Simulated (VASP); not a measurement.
# Sr3W4 (Pm-3m) in VASP: a series of runs

The runs below take Sr3W4 through single point, relaxation of cell and atoms, with PBE.

Everything below comes from runs of VASP 6.6.1. Logs are shortened: lines on timing, memory, paths and dates and some standing lists are left out, and cuts for length are marked.

### 1 The cell of the first run

Symmetry: Pm-3m, No. 221, cubic system. Conventional cell: a = 5.846 Å, b = 5.846 Å, c = 5.846 Å, α = 90.00°, β = 90.00°, γ = 90.00°. Within 3.8 Å of Sr (site symmetry 4/mmm) lie 6 W at 2.92 Å. Within 3.8 Å of W (site symmetry m-3m) lie 6 Sr at 2.92 Å. W (site symmetry 4/mmm) has 4 Sr at 2.92 Å within 3.8 Å.

### 2 Single point, PBE

INCAR

```
SYSTEM = Sr3W4
PREC = Accurate ; ENCUT = 520
EDIFF = 1E-7 ; ISMEAR = 0
SIGMA = 0.1 ; LREAL = .False.
LASPH = .True. ; NELM = 100
ALGO = Normal ; ISIF = 2
LWAVE = .False. ; LCHARG = .False.
GGA = PE ; NBANDS = 52
```

KPOINTS

```
regular mesh
0
Gamma
  6 6 6
  0 0 0
```

POSCAR

```
Sr3W4
1.0
    5.8457441518      0.0000000000      0.0000000000
    0.0000000000      5.8457441518      0.0000000000
    0.0000000000      0.0000000000      5.8457441518
Sr W
3 4
Direct
    0.5000000000      0.5000000000      0.0000000000
    0.0000000000      0.5000000000      0.5000000000
    0.5000000000      0.0000000000      0.5000000000
    0.5000000000      0.5000000000      0.5000000000
    0.5000000000      0.0000000000      0.0000000000
    0.0000000000      0.5000000000      0.0000000000
    0.0000000000      0.0000000000      0.5000000000
```

Potentials or basis: VASP PAW PBE potentials, release 64 (Sr_sv, W_sv).

On the command line:

```console
$ cat potpaw_PBE.64/Sr_sv/POTCAR potpaw_PBE.64/W_sv/POTCAR > POTCAR
$ mpirun -np 1 vasp_std > vasp.out
```

OUTCAR:

```text
SYSTEM = Sr3W4
   PREC = Accurate
   ENCUT = 520
   EDIFF = 1E-7
   ISMEAR = 0
   LREAL = .False.
   LASPH = .True.
   NELM = 100
   ISIF = 2
   GGA = PE

 ion  position               nearest neighbor table
   1  0.500  0.500  0.000-   4 2.92   5 2.92   6 2.92   4 2.92   5 2.92   6 2.92   3 4.13   3 4.13
                             3 4.13   2 4.13   3 4.13   2 4.13   2 4.13   2 4.13
   2  0.000  0.500  0.500-   4 2.92   6 2.92   7 2.92   6 2.92   7 2.92   4 2.92   3 4.13   3 4.13
                             1 4.13   1 4.13   3 4.13   1 4.13   1 4.13   3 4.13
   3  0.500  0.000  0.500-   4 2.92   5 2.92   7 2.92   5 2.92   4 2.92   7 2.92   2 4.13   1 4.13
                             2 4.13   1 4.13   1 4.13   2 4.13   1 4.13   2 4.13
   4  0.500  0.500  0.500-   1 2.92   2 2.92   3 2.92   1 2.92   3 2.92   2 2.92
   5  0.500  0.000  0.000-   1 2.92   3 2.92   3 2.92   1 2.92
   6  0.000  0.500  0.000-   1 2.92   2 2.92   2 2.92   1 2.92
   7  0.000  0.000  0.500-   2 2.92   3 2.92   2 2.92   3 2.92

  LATTYP: Found a simple cubic cell.
 ALAT       =     5.8457441518

  Lattice vectors:

 A1 = (   5.8457441518,   0.0000000000,   0.0000000000)
 A2 = (   0.0000000000,   5.8457441518,   0.0000000000)
 A3 = (   0.0000000000,   0.0000000000,   5.8457441518)

Analysis of symmetry for initial positions (statically):
=====================================================================
 Subroutine PRICEL returns:
 Original cell was already a primitive cell.

 Routine SETGRP: Setting up the symmetry group for a
 simple cubic supercell.

 Subroutine GETGRP returns: Found 48 space group operations
 (whereof 48 operations were pure point group operations)
 out of a pool of 48 trial point group operations.

The static configuration has the point symmetry O_h .

Analysis of symmetry for dynamics (positions and initial velocities):
=====================================================================
 Subroutine PRICEL returns:
 Original cell was already a primitive cell.

 Routine SETGRP: Setting up the symmetry group for a
 simple cubic supercell.

 Subroutine GETGRP returns: Found 48 space group operations
 (whereof 48 operations were pure point group operations)
 out of a pool of 48 trial point group operations.

The dynamic configuration has the point symmetry O_h .

[... 103 lines left out ...]
   EDIFF  = 0.1E-06   stopping-criterion for ELM
   LREAL  =      F    real-space projection
   EDIFFG = 0.1E-05   stopping-criterion for IOM
   NSW    =      0    number of steps for IOM
   IBRION =     -1    ionic relax: 0-MD 1-quasi-New 2-CG
   NFREE  =      0    steps in history (QN), initial steepest desc. (CG)
   ISIF   =      2    stress and relaxation
   ISYM   =      2    0-nonsym 1-usesym 2-fastsym
   POTIM  = 0.5000    time-step for ionic-motion
   TEBEG  =    0.0;   TEEND  =   0.0 temperature during run
   PSTRESS=    0.0 pullay stress
   NELECT =      86.0000    total number of electrons
   NUPDOWN=      -1.0000    fix difference up-down
   EMIN   =  10.00;   EMAX   =-10.00  energy-range for DOS
   EFERMI =   0.00;   METHOD = LEGACY
   ISMEAR =     0;   SIGMA  =   0.10  broadening in eV -4-tet -1-fermi 0-gaus
   EFERMI_NEDOS =   21; number of points for ismear=-14 and -15
   IALGO  =     38    algorithm
   IMIX   =      4    mixing-type and parameters
     AMIX     =   0.40;   BMIX     =  1.00
     AMIX_MAG =   1.60;   BMIX_MAG =  1.00
  volume/ion in A,a.u.               =      28.54       192.58
  Fermi-wavevector in a.u.,A,eV,Ry     =   1.236141  2.335967 20.790293  1.528043
  Thomas-Fermi vector in A             =   2.370761
   LORBIT       =      0    0 simple, 1 ext, 2 COOP (PROOUT), +10 PAW based schemes
   GGA     = PE    functional components
   LHFCALC =     F    Hartree Fock is set to
   AEXX    =    0.0000 exact exchange contribution
   IVDW    =     0    specifies the selected vdW correction
   LEPSILON=     F    determine dielectric tensor
   LRPA    =     F    only Hartree local field effects (RPA)
 non-spin polarized calculation
 Gauss-broadening in eV      SIGMA  =   0.10
  energy-cutoff  :      520.00
  volume of cell :      199.77
 maximum number of plane-waves:      5449
 NGX is ok and might be reduce to    48
   NGX = 21   NGY = 21   NGZ = 21

 number of electron      86.0000009 magnetization

 Free energy of the ion-electron system (eV)
  ---------------------------------------------------
  ext. energy  EPLUGINS =         0.00000000
  ---------------------------------------------------
  free energy    TOTEN  =       -31.06021785 eV

  energy without entropy =      -30.97496420  energy(sigma->0) =      -31.01759103

 E-fermi :   3.6773     XC(G=0):  -9.9978

 val. band max:        3.6765328420   @ k =   0.3333   0.3333   0.0000
 cond. band min:       3.6965068525   @ k =   0.5000   0.3333   0.0000
 fundamental gap:      0.0199740104
 Fermi energy:         3.6773344579

 k-point     1 :       0.0000    0.0000    0.0000
  band No.  band energies     occupation
      1     -70.3822      2.00000
      2     -70.3819      2.00000
      3     -70.3819      2.00000
      4     -69.9566      2.00000
      5     -34.6571      2.00000
      6     -34.6571      2.00000
[... 1089 lines left out ...]
     51       4.6226      0.00000
     52       4.8877      0.00000

------------------------ aborting loop because EDIFF is reached ----------------------------------------

  FORCE on cell =-STRESS in cart. coord.  units (eV):
  Direction    XX          YY          ZZ          XY          YZ          ZX
  --------------------------------------------------------------------------------------
  -------------------------------------------------------------------------------------
  Total        0.3602067      0.3602067      0.3602067      0.0000000     -0.0000000      0.0000000
  in kB        2.8889694      2.8889694      2.8889694      0.0000000     -0.0000000      0.0000000
  external PRESSURE =       2.8889694 kB  Pullay stress =       0.0000000 kB

 VOLUME and BASIS-vectors are now :
 -----------------------------------------------------------------------------
  energy-cutoff  :      520.00
  volume of cell :      199.77
      direct lattice vectors                 reciprocal lattice vectors
     5.845744152  0.000000000  0.000000000     0.171064620  0.000000000  0.000000000
     0.000000000  5.845744152  0.000000000     0.000000000  0.171064620  0.000000000
     0.000000000  0.000000000  5.845744152     0.000000000  0.000000000  0.171064620

 POSITION                                       TOTAL-FORCE (eV/Angst)
 -----------------------------------------------------------------------------------
      2.92287      2.92287      0.00000         0.000000      0.000000      0.000000
      0.00000      2.92287      2.92287         0.000000      0.000000      0.000000
      2.92287      0.00000      2.92287         0.000000      0.000000      0.000000
      2.92287      2.92287      2.92287         0.000000      0.000000      0.000000
      2.92287      0.00000      0.00000         0.000000      0.000000      0.000000
      0.00000      2.92287      0.00000         0.000000      0.000000      0.000000
      0.00000      0.00000      2.92287         0.000000      0.000000      0.000000
 -----------------------------------------------------------------------------------
    total drift:                                0.000000      0.000000      0.000000

  FREE ENERGIE OF THE ION-ELECTRON SYSTEM (eV)
  ---------------------------------------------------
  free  energy   TOTEN  =       -31.0602178543 eV

  energy  without entropy=      -30.9749642022  energy(sigma->0) =      -31.01759103
```

Run time: 3 min. Hardware: 1 thread of Intel Xeon 6975P-C (Granite Rapids), shared host; peak memory 0.41 GiB.

Results:

```
Free energy            : -31.0602 eV
Pressure               : 0.3 GPa
Band gap on the k mesh : zero (band 43 reaches 3.90 eV, above the bottom of band 44 at 3.27 eV)
```

Caveat: spin-orbit coupling is left out, which moves the levels of the heavy elements.

### 3 Single point, PBE

INCAR

```
SYSTEM = Sr3W4
ALGO = Normal
EDIFF = 1E-6
ENCUT = 520
GGA = PE
ISIF = 2
ISMEAR = 0
LASPH = .TRUE.
LCHARG = .TRUE.
LELF = .TRUE.
LREAL = .FALSE.
LVHAR = .TRUE.
LWAVE = .FALSE.
NBANDS = 52
NELM = 100
PREC = Accurate
SIGMA = 0.1
```

KPOINTS

```
k-points
0
G
  6 6 6
  0 0 0
```

POSCAR is that of step 2.

Potentials or basis: VASP PAW PBE potentials, release 64 (Sr_sv, W_sv).

On the command line:

```console
$ cat potpaw_PBE.64/Sr_sv/POTCAR potpaw_PBE.64/W_sv/POTCAR > POTCAR
$ mpirun -np 1 vasp_std > vasp.out
```

Run time: 2.9 min. Hardware: 1 thread of Intel Xeon 6975P-C (Granite Rapids), shared host; peak memory 0.41 GiB.

Results (log left out):

- Free energy: -31.0602 eV
- Pressure: 0.3 GPa
- Band gap on the k mesh: zero (band 43 reaches 3.90 eV, above the bottom of band 44 at 3.27 eV)

Levels at points of the mesh, in eV from the Fermi level:
```csv
k point,band 41,band 42,band 43,band 44,band 45,band 46,band 47,band 48
"(0.00, 0.00, 0.00)",-0.67,-0.42,-0.42,-0.41,1.00,1.00,1.00,1.01
"(0.50, 0.00, 0.00)",-0.69,-0.13,-0.06,-0.06,0.18,0.18,0.25,0.51
"(0.50, 0.50, 0.00)",-0.13,0.04,0.22,0.22,0.45,0.45,0.60,0.68
"(0.50, 0.50, 0.50)",0.04,0.21,0.21,0.21,0.86,0.86,0.86,0.91
```

Caveat: spin-orbit coupling is left out, which moves the levels of the heavy elements.

[end of part 1 of 3]
